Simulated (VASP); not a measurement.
# InSb in VASP: further runs, part 2 of 2

VASP 6.6.1. The steps go on from the part before.

### Step 4. Single point, PBEsol (strain -0.050 along x and y, -0.025 along z)

Contents of INCAR:

```
SYSTEM = InSb
PREC = Accurate ; ENCUT = 520
EDIFF = 1E-6 ; ISMEAR = 0
SIGMA = 0.15 ; LREAL = .False.
LASPH = .True. ; NELM = 60
ALGO = Normal ; ISIF = 2
LWAVE = .False. ; LCHARG = .True.
GGA = PS ; LELF = .True.
LVHAR = .True. ; NBANDS = 16
```

Contents of KPOINTS:

```
Automatic mesh
0
Gamma
  14 14 14
  0 0 0
```

Contents of POSCAR:

```
InSb
1.0
    0.0000000000      2.9198373500      2.9966751750
    2.9198373500      0.0000000000      2.9966751750
    2.9198373500      2.9198373500      0.0000000000
In Sb
1 1
Direct
    0.0000000000      0.0000000000      0.0000000000
    0.5000000000      0.5000000000      0.5000000000
```

On the command line:

```
$ cat potpaw_PBE.64/In_d/POTCAR potpaw_PBE.64/Sb/POTCAR > POTCAR
$ mpirun -np 1 vasp_std > vasp.out
```

Run time: 58 s. Hardware: 1 thread of Intel Xeon 6975P-C (Granite Rapids), shared host; peak memory 0.33 GiB.

It converged, with:

| Property | Result |
| --- | --- |
| Free energy | -7.4723 eV |
| Pressure | 5.1 GPa |
| Band gap on the k mesh | zero (bands 9 and 10 overlap by 3.16 eV) |

Stress tensor (GPa, compression positive):
```
6.15 0.00 0.00
0.00 6.15 0.00
0.00 0.00 3.06
```

Levels at points of the mesh, in eV from the Fermi level:
| k point | band 5 | band 6 | band 7 | band 8 | band 9 | band 10 | band 11 | band 12 | band 13 | band 14 |
| --- | --- | --- | --- | --- | --- | --- | --- | --- | --- | --- |
| (0.00, 0.00, 0.00) | -14.48 | -11.83 | -0.18 | -0.18 | 0.10 | 0.43 | 5.91 | 6.13 | 6.29 | 6.29 |
| (0.50, 0.00, 0.00) | -14.44 | -9.64 | -7.08 | 0.31 | 0.48 | 2.13 | 2.49 | 2.53 | 3.74 | 10.68 |
| (0.50, 0.50, 0.00) | -14.41 | -8.86 | -5.17 | -3.08 | -2.43 | -2.43 | 3.05 | 9.17 | 9.17 | 11.03 |
| (0.50, 0.00, 0.50) | -14.41 | -8.58 | -5.17 | -3.39 | -2.71 | -2.40 | 2.93 | 8.62 | 9.51 | 11.11 |

Caveat: the cell differs from its parent crystal (strain -0.050 along x and y, -0.025 along z); the cell stands under pressure; the PAW data sets were made with another functional, which shifts forces and pressure a little; spin-orbit coupling is left out, which moves the levels of the heavy elements.

### Step 5. Single point, PBEsol (strain -0.050 along x and y, +0.000 along z)

Contents of INCAR:

```
SYSTEM = InSb
  ALGO = Normal
  EDIFF = 1E-6
  ENCUT = 520
  GGA = PS
  ISIF = 2
  ISMEAR = 0
  LASPH = .True.
  LCHARG = .True.
  LELF = .True.
  LREAL = .False.
  LVHAR = .True.
  LWAVE = .False.
  NBANDS = 16
  NELM = 100
  PREC = Accurate
  SIGMA = 0.15
```

Contents of KPOINTS:

```
k-points
0
Gamma
  14 14 14
  0 0 0
```

Contents of POSCAR:

```
InSb
1.0
    0.0000000000      2.9198373500      3.0735130000
    2.9198373500      0.0000000000      3.0735130000
    2.9198373500      2.9198373500      0.0000000000
In Sb
1 1
Direct
    0.0000000000      0.0000000000      0.0000000000
    0.5000000000      0.5000000000      0.5000000000
```

On the command line:

```
$ cat potpaw_PBE.64/In_d/POTCAR potpaw_PBE.64/Sb/POTCAR > POTCAR
$ mpirun -np 1 vasp_std > vasp.out
```

It took 62 s on 1 thread of Intel Xeon 6975P-C (Granite Rapids), shared host; peak memory 0.34 GiB.

Results (log left out):

```yaml
Free_energy: -7.4833 eV
Pressure: 3.4 GPa
Band_gap_on_the_k_mesh: zero (bands 9 and 10 overlap by 3.00 eV)
```

Stress tensor (GPa, compression positive):
```
 5.26  0.00  0.00
 0.00  5.26  0.00
 0.00  0.00 -0.27
```

Levels at points of the mesh, in eV from the Fermi level:
```
           k point  band 5  band 6  band 7  band 8  band 9  band 10  band 11  band 12  band 13  band 14
(0.00, 0.00, 0.00)  -14.43  -11.64   -0.26   -0.26    0.24     0.28     5.37     6.02     6.34     6.34
(0.50, 0.00, 0.00)  -14.40   -9.54   -6.94    0.20    0.55     1.93     2.60     2.63     3.69    10.47
(0.50, 0.50, 0.00)  -14.37   -8.98   -5.00   -2.90   -2.27    -2.27     3.17     9.06     9.06    10.60
(0.50, 0.00, 0.50)  -14.38   -8.46   -5.01   -3.48   -2.80    -2.20     2.95     8.00     9.71    10.82
```

Caveat: the cell differs from its parent crystal (strain -0.050 along x and y, +0.000 along z); the stress differs along the axes, from -0 to 5 GPa; the PAW data sets were made with another functional, which shifts forces and pressure a little; spin-orbit coupling is left out, which moves the levels of the heavy elements.

### Step 6. Single point, PBEsol (strain -0.025 along x and y, -0.050 along z)

Contents of INCAR:

```
PREC     = Accurate       # precision mode
ENCUT    = 520            # plane-wave cutoff, eV
EDIFF    = 1E-6           # SCF threshold, eV
ISMEAR   = 0              # smearing method
SIGMA    = 0.15           # smearing width, eV
LREAL    = F              # projectors in reciprocal space
LASPH    = T              # aspherical terms in the spheres
NELM     = 100            # most SCF steps
ALGO     = Normal         # electronic algorithm
ISIF     = 2              # what is computed and relaxed
LWAVE    = F              # write WAVECAR
LCHARG   = T              # write CHGCAR
GGA      = PS             # functional
LELF     = T              # ELF
LVHAR    = T            
NBANDS   = 16             # bands
```

Contents of KPOINTS:

```
regular mesh
0
Gamma
  14 14 14
```

Contents of POSCAR:

```
InSb
1.0
    0.0000000000      2.9966751750      2.9198373500
    2.9966751750      0.0000000000      2.9198373500
    2.9966751750      2.9966751750      0.0000000000
In Sb
1 1
Direct
    0.0000000000      0.0000000000      0.0000000000
    0.5000000000      0.5000000000      0.5000000000
```

Potentials or basis: VASP PAW PBE potentials, release 64 (In_d, Sb).

On the command line:

```
$ cat potpaw_PBE.64/In_d/POTCAR potpaw_PBE.64/Sb/POTCAR > POTCAR
$ mpirun -np 1 vasp_std > vasp.out
```

Run time: 54 s. Hardware: 1 thread of Intel Xeon 6975P-C (Granite Rapids), shared host; peak memory 0.33 GiB.

The run converged. Its results:

```yaml
Free_energy: -7.5060 eV
Pressure: 3.2 GPa
Band_gap_on_the_k_mesh: zero (bands 9 and 10 overlap by 3.17 eV)
```

Stress tensor (GPa, compression positive):
```
2.11 0.00 0.00
0.00 2.11 0.00
0.00 0.00 5.26
```

Levels at points of the mesh, in eV from the Fermi level:
```tsv
k point	band 6	band 7	band 8	band 9	band 10	band 11	band 12	band 13
(0.00, 0.00, 0.00)	-11.63	-0.27	0.02	0.02	0.21	6.08	6.08	6.17
(0.50, 0.00, 0.00)	-9.53	-6.93	0.31	0.45	2.17	2.33	2.62	3.63
(0.50, 0.50, 0.00)	-8.46	-5.00	-3.50	-2.50	-2.50	2.94	8.83	8.83
(0.50, 0.00, 0.50)	-8.72	-5.00	-3.21	-2.53	-2.23	3.06	8.50	9.38
```

Caveat: the cell differs from its parent crystal (strain -0.025 along x and y, -0.050 along z); the cell stands under pressure; the PAW data sets were made with another functional, which shifts forces and pressure a little; spin-orbit coupling is left out, which moves the levels of the heavy elements.

### Step 7. Single point, PBEsol (strain -0.025 along x and y, +0.000 along z)

Contents of INCAR:

```
  ALGO = Normal
  EDIFF = 1E-6
  ENCUT = 520
  GGA = PS
  ISIF = 2
  ISMEAR = 0
  LASPH = True
  LCHARG = True
  LELF = True
  LREAL = False
  LVHAR = True
  LWAVE = False
  NBANDS = 16
  NELM = 100
  PREC = Accurate
  SIGMA = 0.15
```

Contents of KPOINTS:

```
k-points
0
Gamma
  14 14 14
```

Contents of POSCAR:

```
InSb
1.0
    0.0000000000      2.9966751750      3.0735130000
    2.9966751750      0.0000000000      3.0735130000
    2.9966751750      2.9966751750      0.0000000000
In Sb
1 1
Direct
    0.0000000000      0.0000000000      0.0000000000
    0.5000000000      0.5000000000      0.5000000000
```

On the command line:

```
$ cat potpaw_PBE.64/In_d/POTCAR potpaw_PBE.64/Sb/POTCAR > POTCAR
$ mpirun -np 1 vasp_std > vasp.out
```

Run time: 66 s. Hardware: 1 thread of Intel Xeon 6975P-C (Granite Rapids), shared host; peak memory 0.34 GiB.

The run converged. Its results:

```yaml
Free_energy: -7.5321 eV
Pressure: -0.1 GPa
Band_gap_on_the_k_mesh: zero (bands 9 and 10 overlap by 2.83 eV)
```

Stress tensor (GPa, compression positive):
```
 0.55  0.00  0.00
 0.00  0.55  0.00
 0.00  0.00 -1.50
```

Levels at points of the mesh, in eV from the Fermi level:
| k point | band 5 | band 6 | band 7 | band 8 | band 9 | band 10 | band 11 | band 12 | band 13 | band 14 |
| --- | --- | --- | --- | --- | --- | --- | --- | --- | --- | --- |
| (0.00, 0.00, 0.00) | -14.34 | -11.26 | -0.19 | -0.14 | -0.14 | 0.12 | 5.70 | 6.09 | 6.24 | 6.24 |
| (0.50, 0.00, 0.00) | -14.31 | -9.33 | -6.64 | 0.29 | 0.44 | 2.10 | 2.45 | 2.54 | 3.41 | 10.18 |
| (0.50, 0.50, 0.00) | -14.29 | -8.69 | -4.68 | -3.16 | -2.18 | -2.18 | 3.19 | 8.60 | 8.60 | 10.28 |
| (0.50, 0.00, 0.50) | -14.29 | -8.46 | -4.69 | -3.42 | -2.43 | -2.14 | 3.08 | 8.09 | 8.90 | 10.50 |

Caveat: the cell differs from its parent crystal (strain -0.025 along x and y, +0.000 along z); the PAW data sets were made with another functional, which shifts forces and pressure a little; spin-orbit coupling is left out, which moves the levels of the heavy elements.

### Step 8. The runs side by side

| cell | gap on the mesh (eV) | pressure (GPa) |
| --- | --- | --- |
| a = 4.129 Å, angles 60.0°, 2 atoms | none | 7.2 |
| a = 4.564 Å, angles 60.0°, 2 atoms | none | -6.9 |
| a = 4.184, b = 4.184, c = 4.129 Å, angles 60.4, 60.4, 59.1°, 2 atoms | none | 5.1 |
| a = 4.239, b = 4.239, c = 4.129 Å, angles 60.9, 60.9, 58.3°, 2 atoms | none | 3.4 |
| a = 4.184, b = 4.184, c = 4.238 Å, angles 59.6, 59.6, 60.9°, 2 atoms | none | 3.2 |
| a = 4.293, b = 4.293, c = 4.238 Å, angles 60.4, 60.4, 59.2°, 2 atoms | none | -0.1 |

Alike in all rows: task single point; level PBEsol; potentials or basis VASP PAW PBE potentials, release 64 (In_d, Sb); no spin polarisation; k mesh 14 × 14 × 14; cutoff (eV) 520; smearing gaussian 0.15 eV.

Caveats: the PAW data sets were made with another functional, which shifts forces and pressure a little; spin-orbit coupling is left out, which moves the levels of the heavy elements; the cell stands under pressure (at least some runs); the cell stands under tension (at least some runs); the stress differs along the axes, from -0 to 5 GPa (at least some runs).

Absolute energies hang on the potentials; compare differences alone.
